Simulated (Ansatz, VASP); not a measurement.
# Ag in VASP and in Ansatz

The input INCAR:

```
SYSTEM = Ag
PREC     = Accurate       ! precision mode
ENCUT    = 520            ! plane-wave cutoff, eV
EDIFF    = 1E-6           ! SCF threshold, eV
ISMEAR   = 1              ! smearing method
SIGMA    = 0.1            ! smearing width, eV
LREAL    = .False.        ! projectors in reciprocal space
LASPH    = .True.         ! aspherical terms in the spheres
NELM     = 150            ! most SCF steps
ALGO     = Normal         ! electronic algorithm
ISIF     = 2              ! what is computed and relaxed
LWAVE    = .False.        ! write WAVECAR
LCHARG   = .False.        ! write CHGCAR
MAGMOM   = 0 0 0          ! initial moments
LORBIT   = 11             ! projections on sites
LSORBIT  = .True.         ! spin-orbit coupling
GGA_COMPAT= .False.      
LORBMOM  = .True.       
LMAXMIX  = 4              ! l up to which the mixer works
GGA      = PS             ! functional
NBANDS   = 22             ! bands
```

Contents of KPOINTS:

```
Automatic mesh
0
Gamma
  11 11 11
  0 0 0
```

POSCAR

```
Ag
1.0
    0.0000000000      2.0427500000      2.0427500000
    2.0427500000      0.0000000000      2.0427500000
    2.0427500000      2.0427500000      0.0000000000
Ag
1
Direct
    0.0000000000      0.0000000000      0.0000000000
```

File input.yaml:

```yaml
crystal:
  lattice:
    - [0.0, 2.04275, 2.04275]
    - [2.04275, 0.0, 2.04275]
    - [2.04275, 2.04275, 0.0]
  atoms:
    - { symbol: Ag, position: [0.0, 0.0, 0.0] }
hamiltonian:
  xc: pbesol
  pseudopotentials: { kind: paw_fr }
magnetization:
  noncollinear: true
  spin_orbit: true
kpoints:
  mp_grid: { grid: [11, 11, 11] }
scf:
  occupations: { method: cold, width: 0.1 }
output:
  forces: true
  stress: true
  eigenvalues: true
  write_density: true
  write_potential: true
  elf: true
  volumetric_format: npy
```

Alike in both runs: functional PBEsol; k mesh 11 × 11 × 11; non-collinear spin, spin-orbit coupling.

|  | VASP | Ansatz |
| --- | --- | --- |
| version | VASP 6.6.1 | Ansatz 0.2.0 |
| potentials or method | VASP PAW PBE potentials, release 64 (Ag) | Ansatz PAW |
| plane-wave cutoff (eV) | 520 | 420 |
| occupations | methfessel-paxton of order 1, width 0.1 eV | cold, width 0.1 eV |
| valence electrons in the cell | 11 | 19 |
| task | single point | electrostatic potential |

```csv
,VASP,Ansatz,Ansatz less VASP
pressure (GPa),-3.3,-3.1,+0.21
```

VASP's potentials were made for PBE, not for PBEsol. VASP's potentials hold 11 valence electrons a cell and Ansatz's 19, so a difference there can come from the potentials and not from the codes.
